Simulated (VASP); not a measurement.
# Cu (Fmmm) in VASP: single point with PBE

Aim: the single point of Cu with PBE.

All numbers are computed with VASP 6.6.1; they aren't measurements. Logs are shortened: lines on timing, memory, paths and dates and some standing lists are left out, and cuts for length are marked.

### 1 The cell of the first run

The structure is orthorhombic, space group Fmmm (No. 69). The conventional cell has a = 2.759 Å, b = 4.153 Å, c = 4.194 Å, α = 90.00°, β = 90.00°, γ = 90.00°. Cu (site symmetry mmm) has 14 Cu at 2.49 to 2.95 Å within 3.3 Å.

### 2 Single point, PBE (strain +0.0100 x Voigt [0, 0, 0, 0, 0, 1])

Input file INCAR:

```
PREC = Accurate
ENCUT = 520
EDIFF = 1E-6
ISMEAR = 0
SIGMA = 0.15
LREAL = F
LASPH = T
NELM = 60
ALGO = Fast
ISIF = 2
LWAVE = F
LCHARG = F
GGA = PE
NBANDS = 12
```

Input file KPOINTS:

```
regular mesh
0
Gamma
  30 30 30
```

Input file POSCAR:

```
Cu
1.0
   -1.4681525919      1.4681525919      1.3795566845
    1.4681525919     -1.4681525919      1.3795566845
    1.4829078943      1.4829078943     -1.3795566845
Cu
1
Direct
    0.0000000000      0.0000000000      0.0000000000
```

Potentials or basis: VASP PAW PBE potentials, release 64 (Cu).

The run is started by

```bash
$ cat potpaw_PBE.64/Cu/POTCAR > POTCAR
$ mpirun -np 1 vasp_std > vasp.out
```

OUTCAR:

```text
PREC = Accurate
   ENCUT = 520
   EDIFF = 1E-6
   ISMEAR = 0
   LREAL = F
   LASPH = T
   NELM = 60
   ISIF = 2
   GGA = PE

 ion  position               nearest neighbor table
   1  0.000  0.000  0.000-

  LATTYP: Found a face centered orthorhombic cell.
 ALAT       =     2.7591133690
 B/A-ratio  =     1.5050351540
 C/A-ratio  =     1.5201611354

  Lattice vectors:

 A1 = (   2.9510604862,   0.0147553024,   0.0000000000)
 A2 = (   1.4829078943,   1.4829078943,   1.3795566845)
 A3 = (   1.4681525919,  -1.4681525919,   1.3795566845)

Analysis of symmetry for initial positions (statically):
=====================================================================
 Subroutine PRICEL returns:
 Original cell was already a primitive cell.

 Routine SETGRP: Setting up the symmetry group for a
 face centered orthorhombic supercell.

 Subroutine GETGRP returns: Found  8 space group operations
 (whereof  8 operations were pure point group operations)
 out of a pool of  8 trial point group operations.

The static configuration has the point symmetry D_2h.

Analysis of symmetry for dynamics (positions and initial velocities):
=====================================================================
 Subroutine PRICEL returns:
 Original cell was already a primitive cell.

 Routine SETGRP: Setting up the symmetry group for a
 face centered orthorhombic supercell.

 Subroutine GETGRP returns: Found  8 space group operations
 (whereof  8 operations were pure point group operations)
 out of a pool of  8 trial point group operations.

The dynamic configuration has the point symmetry D_2h.

 Subroutine INISYM returns: Found  8 space group operations
 (whereof  8 operations are pure point group operations),
 and found     1 'primitive' translations

----------------------------------------------------------------------------------------

                                     Primitive cell

  volume of cell :      12.0139

  direct lattice vectors                    reciprocal lattice vectors
    -1.468152592  1.468152592  1.379556685    -0.001694349  0.338869706  0.362435270
     1.468152592 -1.468152592  1.379556685     0.338869706 -0.001694349  0.362435270
     1.482907894  1.482907894 -1.379556685     0.337175358  0.337175358  0.000000000

  length of vectors
     2.492813814  2.492813814  2.510220766     0.496180284  0.496180284  0.476837964

  position of ions in fractional coordinates (direct lattice)
     0.000000000  0.000000000  0.000000000

  ion indices of the primitive-cell ions
   primitive index   ion index
                 1           1

----------------------------------------------------------------------------------------

 KPOINTS: regular mesh

Automatic generation of k-mesh.
 Grid dimensions read from file:
 generate k-points for:   30   30   30

 Generating k-lattice:

  Cartesian coordinates                     Fractional coordinates (reciprocal lattice)
    -0.000056478  0.011295657  0.012081176     0.033333333  0.000000000  0.000000000
     0.011295657 -0.000056478  0.012081176     0.000000000  0.033333333  0.000000000
     0.011239179  0.011239179  0.000000000     0.000000000  0.000000000  0.033333333

  Length of vectors
     0.016539343  0.016539343  0.015894599

  Shift w.r.t. Gamma in fractional coordinates (k-lattice)
     0.000000000  0.000000000  0.000000000

 Subroutine IBZKPT returns following result:
 ===========================================

 Found   3736 irreducible k-points:

 Following reciprocal coordinates:
            Coordinates               Weight
  0.000000  0.000000  0.000000      1.000000
  0.033333  0.000000  0.000000      8.000000
  0.066667  0.000000  0.000000      8.000000
  0.100000  0.000000  0.000000      8.000000
  0.133333  0.000000  0.000000      8.000000
  0.166667  0.000000  0.000000      8.000000
[... 16 lines left out ...]
  0.233333  0.033333  0.000000      8.000000
  0.266667  0.033333 -0.000000      8.000000
 [... further k-points ...]
   k-points           NKPTS =   3736   k-points in BZ     NKDIM =   3736   number of bands    NBANDS=     12
   number of dos      NEDOS =    301   number of ions     NIONS =      1
   total plane-waves  NPLWV =   8000
   dimension x,y,z NGX =    20 NGY =   20 NGZ =   20
   dimension x,y,z NGXF=    40 NGYF=   40 NGZF=   40
   ions per type =               1
   NGX,Y,Z   is equivalent  to a cutoff of  13.34, 13.34, 13.25 a.u.
   NGXF,Y,Z  is equivalent  to a cutoff of  26.68, 26.68, 26.49 a.u.
 SYSTEM =  unknown system
   PREC   = accura    normal or accurate (medium, high low for compatibility)
   ISTART =      0    job   : 0-new  1-cont  2-samecut
   ICHARG =      2    charge: 1-file 2-atom 10-const
   ISPIN  =      1    spin polarized calculation?
   LNONCOLLINEAR =      F non collinear calculations
   LSORBIT =      F    spin-orbit coupling
   LASPH  =      T    aspherical Exc in radial PAW
   ENCUT  =  520.0 eV  38.22 Ry    6.18 a.u.   4.63  4.63  4.67*2*pi/ulx,y,z
   NELM   =     60;   NELMIN=  2; NELMDL= -5     # of ELM steps
   EDIFF  = 0.1E-05   stopping-criterion for ELM
   LREAL  =      F    real-space projection
   EDIFFG = 0.1E-04   stopping-criterion for IOM
   NSW    =      0    number of steps for IOM
   IBRION =     -1    ionic relax: 0-MD 1-quasi-New 2-CG
   NFREE  =      0    steps in history (QN), initial steepest desc. (CG)
   ISIF   =      2    stress and relaxation
   ISYM   =      2    0-nonsym 1-usesym 2-fastsym
   POTIM  = 0.5000    time-step for ionic-motion
   TEBEG  =    0.0;   TEEND  =   0.0 temperature during run
   PSTRESS=    0.0 pullay stress
   NELECT =      11.0000    total number of electrons
   NUPDOWN=      -1.0000    fix difference up-down
   EMIN   =  10.00;   EMAX   =-10.00  energy-range for DOS
   EFERMI =   0.00;   METHOD = LEGACY
   ISMEAR =     0;   SIGMA  =   0.15  broadening in eV -4-tet -1-fermi 0-gaus
   EFERMI_NEDOS =   21; number of points for ismear=-14 and -15
   IALGO  =     68    algorithm
   IMIX   =      4    mixing-type and parameters
     AMIX     =   0.40;   BMIX     =  1.00
     AMIX_MAG =   1.60;   BMIX_MAG =  1.00
  volume/ion in A,a.u.               =      12.01        81.07
  Fermi-wavevector in a.u.,A,eV,Ry     =   1.589684  3.004067 34.383210  2.527095
  Thomas-Fermi vector in A             =   2.688495
   LORBIT       =      0    0 simple, 1 ext, 2 COOP (PROOUT), +10 PAW based schemes
   GGA     = PE    functional components
   LHFCALC =     F    Hartree Fock is set to
   AEXX    =    0.0000 exact exchange contribution
   IVDW    =     0    specifies the selected vdW correction
   LEPSILON=     F    determine dielectric tensor
   LRPA    =     F    only Hartree local field effects (RPA)
 non-spin polarized calculation
 RMM-DIIS sequential band-by-band and
 Gauss-broadening in eV      SIGMA  =   0.15
  energy-cutoff  :      520.00
  volume of cell :       12.01
 maximum number of plane-waves:       338
   NGX =  9   NGY =  9   NGZ =  9

 number of electron      10.9999991 magnetization

 Free energy of the ion-electron system (eV)
  ---------------------------------------------------
  ext. energy  EPLUGINS =         0.00000000
  ---------------------------------------------------
  free energy    TOTEN  =        -3.69390965 eV

  energy without entropy =       -3.68970920  energy(sigma->0) =       -3.69180942

 E-fermi :   7.3785     XC(G=0): -12.6277

 val. band max:        7.3778886859   @ k =  -0.2000  -0.3667   0.2667
 cond. band min:       7.3789091563   @ k =   0.2667   0.0667   0.1667
 fundamental gap:      0.0010204705
 Fermi energy:         7.3784876591

 k-point     1 :       0.0000    0.0000    0.0000
  band No.  band energies     occupation
      1      -1.8405      2.00000
      2       4.1634      2.00000
      3       4.3933      2.00000
      4       4.4565      2.00000
      5       5.1526      2.00000
      6       5.4289      2.00000
      7      31.2411      0.00000
      8      31.7209      0.00000
      9      33.3520      0.00000
     10      35.1471      0.00000
     11      35.2157      0.00000
     12      35.3673      0.00000

 k-point     2 :       0.0333    0.0000    0.0000
  band No.  band energies     occupation
      1      -1.7970      2.00000
      2       4.1683      2.00000
      3       4.3943      2.00000
      4       4.4570      2.00000
      5       5.1535      2.00000
      6       5.4222      2.00000
      7      31.0570      0.00000
      8      31.5329      0.00000
      9      32.9039      0.00000
     10      34.5123      0.00000
     11      34.7327      0.00000
     12      35.0946      0.00000

 k-point     3 :       0.0667    0.0000    0.0000
  band No.  band energies     occupation
      1      -1.6670      2.00000
      2       4.1758      2.00000
      3       4.3988      2.00000
      4       4.4634      2.00000
      5       5.1565      2.00000
      6       5.4039      2.00000
      7      30.4682      0.00000
      8      31.0102      0.00000
      9      31.7641      0.00000
     10      33.5471      0.00000
     11      34.0986      0.00000
     12      34.7904      0.00000
[... 286 lines left out ...]
 k-point    23 :       0.2333    0.0333    0.0000
  band No.  band energies     occupation
      1       0.4703      2.00000
      2       3.9073      2.00000
      3       4.2891      2.00000
      4       5.1092      2.00000
      5       5.2255      2.00000
      6       5.3482      2.00000
      7      21.2417      0.00000
      8      26.5275      0.00000
      9      27.2877      0.00000
     10      29.6227      0.00000
     11      31.8237      0.00000
     12      36.1585      0.00000

 k-point    24 :       0.2667    0.0333   -0.0000
  band No.  band energies     occupation
      1       1.0086      2.00000
      2       3.8302      2.00000
      3       4.3282      2.00000
      4       5.2221      2.00000
      5       5.2980      2.00000
      6       5.3880      2.00000
      7      19.5504      0.00000
      8      25.9190      0.00000
      9      26.5096      0.00000
     10      29.2759      0.00000
     11      31.5970      0.00000
     12      36.7463      0.00000

 [... further k-points ...]

------------------------ aborting loop because EDIFF is reached ----------------------------------------

  FORCE on cell =-STRESS in cart. coord.  units (eV):
  Direction    XX          YY          ZZ          XY          YZ          ZX
  --------------------------------------------------------------------------------------
  -------------------------------------------------------------------------------------
  Total        0.0456413      0.0456413      0.0543726     -0.0759862     -0.0000000     -0.0000000
  in kB        6.0867227      6.0867227      7.2511350    -10.1335226     -0.0000000     -0.0000000
  external PRESSURE =       6.4748601 kB  Pullay stress =       0.0000000 kB

 VOLUME and BASIS-vectors are now :
 -----------------------------------------------------------------------------
  energy-cutoff  :      520.00
  volume of cell :       12.01
      direct lattice vectors                 reciprocal lattice vectors
    -1.468152592  1.468152592  1.379556685    -0.001694349  0.338869706  0.362435270
     1.468152592 -1.468152592  1.379556685     0.338869706 -0.001694349  0.362435270
     1.482907894  1.482907894 -1.379556685     0.337175358  0.337175358  0.000000000

 POSITION                                       TOTAL-FORCE (eV/Angst)
 -----------------------------------------------------------------------------------
      0.00000      0.00000      0.00000        -0.000000     -0.000000      0.000000
 -----------------------------------------------------------------------------------
    total drift:                                0.000000     -0.000000      0.000000

  FREE ENERGIE OF THE ION-ELECTRON SYSTEM (eV)
  ---------------------------------------------------
  free  energy   TOTEN  =        -3.6939096467 eV

  energy  without entropy=       -3.6897092006  energy(sigma->0) =       -3.69180942
```

It took 5.2 min on 1 thread of AMD EPYC 9R45 (Zen 5), shared host; peak memory 0.56 GiB.

What came out:

- Free energy: -3.6939 eV
- Pressure: 0.6 GPa
- Band gap on the k mesh: zero (an odd number of electrons rules out a gap without spin polarisation)

Caveat: the cell differs from its parent crystal (strain +0.0100 x Voigt [0, 0, 0, 0, 0, 1]).
